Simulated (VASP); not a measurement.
# Bi (Im-3m) in VASP: settings compared

The runs below take Bi through relaxation of cell and atoms, single point, with PBEsol, pbesol exchange, pbe correlation.

Everything below comes from runs of VASP 6.6.1. Logs are shortened: lines on timing, memory, paths and dates and some standing lists are left out, and cuts for length are marked.

### 1 The cell of the first run

It takes space group Im-3m (No. 229, cubic). Conventional cell: a = 3.963 Å, b = 3.963 Å, c = 3.963 Å, α = 90.00°, β = 90.00°, γ = 90.00°. Bi (site symmetry m-3m) has 14 Bi at 3.43 to 3.96 Å within 4.5 Å.

This isn't the form of Bi at room conditions, which is rhombohedral.

### 2 Relaxation of cell and atoms, PBEsol, target pressure 30 GPa, at which the enthalpy is minimised

Input file INCAR:

```
SYSTEM = Bi
  PREC = Accurate
  ENCUT = 600
  EDIFF = 1E-6
  ISMEAR = -1
  SIGMA = 0.05
  LREAL = .FALSE.
  LASPH = .TRUE.
  NELM = 100
  ALGO = Normal
  ISIF = 3
  LWAVE = .FALSE.
  LCHARG = .FALSE.
  GGA = PS
  IBRION = 2
  NSW = 60
  EDIFFG = -0.01
  PSTRESS = 300.0
```

Input file KPOINTS:

```
Automatic mesh
0
G
  9 9 9
  0 0 0
```

Input file POSCAR:

```
Bi
1.0
   -1.9814305318      1.9814305318      1.9814305318
    1.9814305318     -1.9814305318      1.9814305318
    1.9814305318      1.9814305318     -1.9814305318
Bi
1
Direct
    0.0000000000      0.0000000000      0.0000000000
```

Potentials or basis: VASP PAW PBE potentials, release 64 (Bi_d).

The run is started by

```bash
$ cat potpaw_PBE.64/Bi_d/POTCAR > POTCAR
$ mpirun -np 1 vasp_std > vasp.out
```

OUTCAR:

```text
SYSTEM = Bi
   PREC = Accurate
   ENCUT = 600
   EDIFF = 1E-6
   ISMEAR = -1
   LREAL = .FALSE.
   LASPH = .TRUE.
   NELM = 100
   ISIF = 3
   GGA = PS
   IBRION = 2
   NSW = 60
   EDIFFG = -0.01
   PSTRESS = 300.0

 ion  position               nearest neighbor table
   1  0.000  0.000  0.000-

  LATTYP: Found a body centered cubic cell.
 ALAT       =     3.9628610636

  Lattice vectors:

 A1 = (  -1.9814305318,   1.9814305318,   1.9814305318)
 A2 = (   1.9814305318,  -1.9814305318,   1.9814305318)
 A3 = (   1.9814305318,   1.9814305318,  -1.9814305318)

Analysis of symmetry for initial positions (statically):
=====================================================================
 Subroutine PRICEL returns:
 Original cell was already a primitive cell.

 Routine SETGRP: Setting up the symmetry group for a
 body centered cubic supercell.

 Subroutine GETGRP returns: Found 48 space group operations
 (whereof 48 operations were pure point group operations)
 out of a pool of 48 trial point group operations.

The static configuration has the point symmetry O_h .

Analysis of symmetry for dynamics (positions and initial velocities):
=====================================================================
 Subroutine PRICEL returns:
 Original cell was already a primitive cell.

 Routine SETGRP: Setting up the symmetry group for a
 body centered cubic supercell.

 Subroutine GETGRP returns: Found 48 space group operations
 (whereof 48 operations were pure point group operations)
 out of a pool of 48 trial point group operations.

The dynamic configuration has the point symmetry O_h .

 Subroutine INISYM returns: Found 48 space group operations
 (whereof 48 operations are pure point group operations),
 and found     1 'primitive' translations

----------------------------------------------------------------------------------------

                                     Primitive cell

  volume of cell :      31.1169

  direct lattice vectors                    reciprocal lattice vectors
    -1.981430532  1.981430532  1.981430532     0.000000000  0.252342937  0.252342937
     1.981430532 -1.981430532  1.981430532     0.252342937  0.000000000  0.252342937
     1.981430532  1.981430532 -1.981430532     0.252342937  0.252342937  0.000000000

  length of vectors
     3.431938353  3.431938353  3.431938353     0.356866804  0.356866804  0.356866804

  position of ions in fractional coordinates (direct lattice)
     0.000000000  0.000000000  0.000000000

  ion indices of the primitive-cell ions
   primitive index   ion index
                 1           1

----------------------------------------------------------------------------------------

 KPOINTS: Automatic mesh

Automatic generation of k-mesh.
 Grid dimensions read from file:
 generate k-points for:    9    9    9

 Generating k-lattice:

  Cartesian coordinates                     Fractional coordinates (reciprocal lattice)
     0.000000000  0.028038104  0.028038104     0.111111111  0.000000000  0.000000000
     0.028038104  0.000000000  0.028038104     0.000000000  0.111111111  0.000000000
     0.028038104  0.028038104  0.000000000     0.000000000  0.000000000  0.111111111

  Length of vectors
     0.039651867  0.039651867  0.039651867

  Shift w.r.t. Gamma in fractional coordinates (k-lattice)
     0.000000000  0.000000000  0.000000000

 Subroutine IBZKPT returns following result:
 ===========================================

 Found     35 irreducible k-points:

 Following reciprocal coordinates:
            Coordinates               Weight
  0.000000  0.000000  0.000000      1.000000
  0.111111  0.000000  0.000000     12.000000
  0.222222  0.000000  0.000000     12.000000
  0.333333  0.000000  0.000000     12.000000
  0.444444  0.000000  0.000000     12.000000
  0.111111  0.111111  0.000000     24.000000
[... 16 lines left out ...]
 -0.333333  0.444444  0.111111     48.000000
 -0.444444 -0.444444  0.111111     24.000000
 [... further k-points ...]
   k-points           NKPTS =     35   k-points in BZ     NKDIM =     35   number of bands    NBANDS=     11
   number of dos      NEDOS =    301   number of ions     NIONS =      1
   total plane-waves  NPLWV =  21952
   dimension x,y,z NGX =    28 NGY =   28 NGZ =   28
   dimension x,y,z NGXF=    56 NGYF=   56 NGZF=   56
   ions per type =               1
   NGX,Y,Z   is equivalent  to a cutoff of  13.56, 13.56, 13.56 a.u.
   NGXF,Y,Z  is equivalent  to a cutoff of  27.13, 27.13, 27.13 a.u.
 SYSTEM =  Bi
   PREC   = accura    normal or accurate (medium, high low for compatibility)
   ISTART =      0    job   : 0-new  1-cont  2-samecut
   ICHARG =      2    charge: 1-file 2-atom 10-const
   ISPIN  =      1    spin polarized calculation?
   LNONCOLLINEAR =      F non collinear calculations
   LSORBIT =      F    spin-orbit coupling
   LASPH  =      T    aspherical Exc in radial PAW
   ENCUT  =  600.0 eV  44.10 Ry    6.64 a.u.   6.85  6.85  6.85*2*pi/ulx,y,z
   NELM   =    100;   NELMIN=  2; NELMDL= -5     # of ELM steps
   EDIFF  = 0.1E-05   stopping-criterion for ELM
   LREAL  =      F    real-space projection
   EDIFFG = -.1E-01   stopping-criterion for IOM
   NSW    =     60    number of steps for IOM
   IBRION =      2    ionic relax: 0-MD 1-quasi-New 2-CG
   NFREE  =      1    steps in history (QN), initial steepest desc. (CG)
   ISIF   =      3    stress and relaxation
   ISYM   =      2    0-nonsym 1-usesym 2-fastsym
   POTIM  = 0.5000    time-step for ionic-motion
   TEBEG  =    0.0;   TEEND  =   0.0 temperature during run
   PSTRESS=  300.0 pullay stress
   NELECT =      15.0000    total number of electrons
   NUPDOWN=      -1.0000    fix difference up-down
   EMIN   =  10.00;   EMAX   =-10.00  energy-range for DOS
   EFERMI =   0.00;   METHOD = LEGACY
   ISMEAR =    -1;   SIGMA  =   0.05  broadening in eV -4-tet -1-fermi 0-gaus
   EFERMI_NEDOS =   21; number of points for ismear=-14 and -15
   IALGO  =     38    algorithm
   IMIX   =      4    mixing-type and parameters
     AMIX     =   0.40;   BMIX     =  1.00
     AMIX_MAG =   1.60;   BMIX_MAG =  1.00
  volume/ion in A,a.u.               =      31.12       209.99
  Fermi-wavevector in a.u.,A,eV,Ry     =   1.283630  2.425708 22.418388  1.647705
  Thomas-Fermi vector in A             =   2.415871
   LORBIT       =      0    0 simple, 1 ext, 2 COOP (PROOUT), +10 PAW based schemes
   GGA     = PS    functional components
   LHFCALC =     F    Hartree Fock is set to
   AEXX    =    0.0000 exact exchange contribution
   IVDW    =     0    specifies the selected vdW correction
   LEPSILON=     F    determine dielectric tensor
   LRPA    =     F    only Hartree local field effects (RPA)
 conjugate gradient relaxation of ions
 non-spin polarized calculation
  energy-cutoff  :      600.00
  volume of cell :       31.12
 maximum number of plane-waves:      1055
   NGX = 13   NGY = 13   NGZ = 13

--------------------------------------- Ionic step        1  -------------------------------------------

 number of electron      14.9999994 magnetization

 Free energy of the ion-electron system (eV)
  ---------------------------------------------------
  ext. energy  EPLUGINS =         0.00000000
  ---------------------------------------------------
  free energy    TOTEN  =        -4.22742945 eV

  energy without entropy =       -4.22326224  energy(sigma->0) =       -4.22534584

------------------------ aborting loop because EDIFF is reached ----------------------------------------

  FORCE on cell =-STRESS in cart. coord.  units (eV):
  Direction    XX          YY          ZZ          XY          YZ          ZX
  --------------------------------------------------------------------------------------
  -------------------------------------------------------------------------------------
  Total       -0.3811631     -0.3811631     -0.3811631      0.0000000     -0.0000000      0.0000000
  in kB      -19.6256903    -19.6256903    -19.6256903      0.0000000     -0.0000000      0.0000000
  external PRESSURE =    -319.6256903 kB  Pullay stress =     300.0000000 kB
[... 59 lines left out ...]
  enthalpy is  TOTEN    =        13.6897216606 eV   P V=        2.0029973034

--------------------------------------- Ionic step        3  -------------------------------------------

 number of electron      15.0000000 magnetization

 E-fermi :   9.3711     XC(G=0): -10.9848

 val. band max:        9.1176044109   @ k =  -0.2222   0.2222   0.2222
 cond. band min:       9.3732899065   @ k =   0.3333   0.2222   0.1111
 fundamental gap:      0.2556854956
 Fermi energy:         9.3710557418

 k-point     1 :       0.0000    0.0000    0.0000
  band No.  band energies     occupation
      1     -13.8387      2.00000
      2     -13.8387      2.00000
      3     -13.8387      2.00000
      4     -13.6522      2.00000
      5     -13.6522      2.00000
      6      -5.1541      2.00000
      7      15.1949      0.00000
      8      15.1949      0.00000
      9      15.1955      0.00000
     10      19.7021      0.00000
     11      19.7021      0.00000
[... 309 lines left out ...]
 k-point    24 :      -0.4444   -0.4444    0.1111
  band No.  band energies     occupation
      1     -13.8277      2.00000
      2     -13.7808      2.00000
      3     -13.7129      2.00000
      4     -13.6610      2.00000
      5     -13.5523      2.00000
      6      -0.9219      2.00000
      7       4.2374      2.00000
      8       8.2349      2.00000
      9      12.2305      0.00000
     10      17.0117      0.00000
     11      18.5171      0.00000

 [... further k-points ...]

------------------------ aborting loop because EDIFF is reached ----------------------------------------

  FORCE on cell =-STRESS in cart. coord.  units (eV):
  Direction    XX          YY          ZZ          XY          YZ          ZX
  --------------------------------------------------------------------------------------
  -------------------------------------------------------------------------------------
  Total        0.9240223      0.9240223      0.9240223      0.0000000     -0.0000000      0.0000000
  in kB       53.2181602     53.2181602     53.2181602      0.0000000     -0.0000000      0.0000000
  external PRESSURE =    -246.7818398 kB  Pullay stress =     300.0000000 kB
[... 207 lines left out ...]
  enthalpy is  TOTEN    =         0.5688969459 eV   P V=        4.3235175319

--------------------------------------- Ionic step        9  -------------------------------------------

 number of electron      15.0000000 magnetization

 Free energy of the ion-electron system (eV)
  ---------------------------------------------------
  ext. energy  EPLUGINS =         0.00000000
  ---------------------------------------------------
  free energy    TOTEN  =        -3.72588613 eV

  energy without entropy =       -3.72465002  energy(sigma->0) =       -3.72526807

 E-fermi :  12.3711     XC(G=0): -11.9803

 val. band max:       12.1524983374   @ k =   0.3333   0.2222   0.1111
 cond. band min:      12.5049139656   @ k =   0.2222   0.2222   0.1111
 fundamental gap:      0.3524156282
 Fermi energy:        12.3710653946

 k-point     1 :       0.0000    0.0000    0.0000
  band No.  band energies     occupation
      1     -11.2284      2.00000
      2     -11.2284      2.00000
      3     -11.2284      2.00000
      4     -10.8916      2.00000
      5     -10.8916      2.00000
      6      -3.9947      2.00000
      7      19.8758      0.00000
      8      19.8758      0.00000
      9      19.8758      0.00000
     10      22.4977      0.00000
     11      22.4977      0.00000
[... 309 lines left out ...]
 k-point    24 :      -0.4444   -0.4444    0.1111
  band No.  band energies     occupation
      1     -11.2241      2.00000
      2     -11.1484      2.00000
      3     -11.0078      2.00000
      4     -10.9151      2.00000
      5     -10.7145      2.00000
      6       1.7929      2.00000
      7       5.9866      2.00000
      8      10.9284      2.00000
      9      15.8506      0.00000
     10      20.7423      0.00000
     11      22.4042      0.00000

 [... further k-points ...]

------------------------ aborting loop because EDIFF is reached ----------------------------------------

  FORCE on cell =-STRESS in cart. coord.  units (eV):
  Direction    XX          YY          ZZ          XY          YZ          ZX
  --------------------------------------------------------------------------------------
  -------------------------------------------------------------------------------------
  Total        4.2942758      4.2942758      4.2942758      0.0000000      0.0000000      0.0000000
  in kB      300.0080265    300.0080265    300.0080265      0.0000000      0.0000000      0.0000000
  external PRESSURE =       0.0080265 kB  Pullay stress =     300.0000000 kB
[... 16 lines left out ...]
  FREE ENERGIE OF THE ION-ELECTRON SYSTEM (eV)
  ---------------------------------------------------
  free  energy   TOTEN  =        -3.7258861273 eV

  energy  without entropy=       -3.7246500225  energy(sigma->0) =       -3.72526807

  enthalpy is  TOTEN    =         0.5682748301 eV   P V=        4.2941609574

 reached required accuracy - stopping structural energy minimisation
```

Wall time 1.9 min (1 thread of Intel Xeon 8259CL, shared host); peak memory 0.18 GiB.

Results:

```yaml
Free_energy: -3.7259 eV
Relaxed_volume: 22.93 Å³/atom
Relaxed_cell: a = 3.100 Å, b = 3.100 Å, c = 3.100 Å, α = 109.47°, β = 109.47°, γ = 109.47°
Space_group_after_relaxing_to_0.1_Å: Im-3m (No. 229)
Energy_change_on_relaxing_the_run_minimises_the_enthalpy: +501.5 meV/atom
Ionic_steps: 9
Pressure_after_relaxing: 30.0 GPa
Band_gap_on_the_k_mesh: zero (an odd number of electrons rules out a gap without spin polarisation)
```

The path:
| step | energy change (eV) | largest force (eV/Å) | pressure (GPa) | volume (Å³) |
| --- | --- | --- | --- | --- |
| 1 | 0.0000 | 0.0000 | -1.96 | 31.12 |
| 2 | 15.9142 | 0.0000 | 696.50 | 10.70 |
| 3 | 0.0278 | 0.0000 | 5.32 | 27.82 |
| 4 | 0.1319 | 0.0000 | 12.24 | 25.87 |
| 5 | 0.6061 | 0.0000 | 34.52 | 22.41 |
| 6 | 0.4867 | 0.0000 | 29.36 | 23.01 |
| 7 | 0.5140 | 0.0000 | 30.54 | 22.87 |
| 8 | 0.4728 | 0.0000 | 28.74 | 23.09 |
| 9 | 0.5015 | 0.0000 | 30.00 | 22.93 |

Final structure:
```cif
data_structure
_symmetry_space_group_name_H-M 'P 1'
_symmetry_Int_Tables_number 1
_cell_length_a 3.1000
_cell_length_b 3.1000
_cell_length_c 3.1000
_cell_angle_alpha 109.471
_cell_angle_beta 109.471
_cell_angle_gamma 109.471
_cell_volume 22.93
loop_
_atom_site_label
_atom_site_type_symbol
_atom_site_fract_x
_atom_site_fract_y
_atom_site_fract_z
_atom_site_occupancy
Bi1 Bi 0.00000 0.00000 0.00000 1
```

Caveat: the cell is relaxed towards a set pressure, so the run minimises the enthalpy, not the energy; the volume moved by over 15 % at a fixed basis, so the end points are rough; the PAW data sets were made with another functional, which shifts forces and pressure a little; spin-orbit coupling is left out, which moves the levels of the heavy elements.

### 3 Single point, pbesol exchange, pbe correlation (35.78 Å³/atom)

This run uses another cell than the first one, of 35.78 Å³/atom.

Input file INCAR:

```
SYSTEM = Bi
PREC     = Accurate       ! precision mode
ENCUT    = 500            ! plane-wave cutoff, eV
EDIFF    = 1E-6           ! SCF threshold, eV
ISMEAR   = -5             ! smearing method
SIGMA    = 0.05           ! smearing width, eV
LREAL    = .FALSE.        ! projectors in reciprocal space
LASPH    = .TRUE.         ! aspherical terms in the spheres
NELM     = 120            ! most SCF steps
ALGO     = Normal         ! electronic algorithm
ISIF     = 2              ! what is computed and relaxed
LWAVE    = .FALSE.        ! write WAVECAR
LCHARG   = .TRUE.         ! write CHGCAR
GGA      = LIBXC          ! functional
LIBXC1   = GGA_X_PBE_SOL
LIBXC2   = GGA_C_PBE    
LELF     = .TRUE.         ! ELF
LVHAR    = .TRUE.       
NBANDS   = 14             ! bands
GGA_COMPAT= .FALSE.
```

KPOINTS is that of step 2.

Input file POSCAR:

```
Bi
1.0
    3.5956059593      0.0000000000      0.0000000000
   -1.1985353198      3.3899698084      0.0000000000
   -1.1985353198     -1.6949849042      2.9357999721
Bi
1
Direct
    0.0000000000      0.0000000000      0.0000000000
```

Potentials or basis: VASP PAW PBE potentials, release 64 (Bi_d).

The run is started by

```bash
$ cat potpaw_PBE.64/Bi_d/POTCAR > POTCAR
$ mpirun -np 1 vasp_std > vasp.out
```

Wall time 7.6 s (1 thread of Intel Xeon 6975P-C (Granite Rapids), shared host); peak memory 0.16 GiB.

Results (log left out):

- Free energy: -4.1550 eV
- Pressure: -7.7 GPa
- Band gap on the k mesh: zero (an odd number of electrons rules out a gap without spin polarisation)

Levels at points of the mesh, in eV from the Fermi level:
```csv
k point,band 4,band 5,band 6,band 7,band 8,band 9,band 10,band 11
"(0.00, 0.00, 0.00)",-22.81,-22.81,-12.66,4.23,4.23,4.23,7.33,10.27
```

Caveat: the cell stands under tension; the PAW data sets were made with another functional, which shifts forces and pressure a little; spin-orbit coupling is left out, which moves the levels of the heavy elements; tetrahedron occupations give inexact forces and stress in metals.
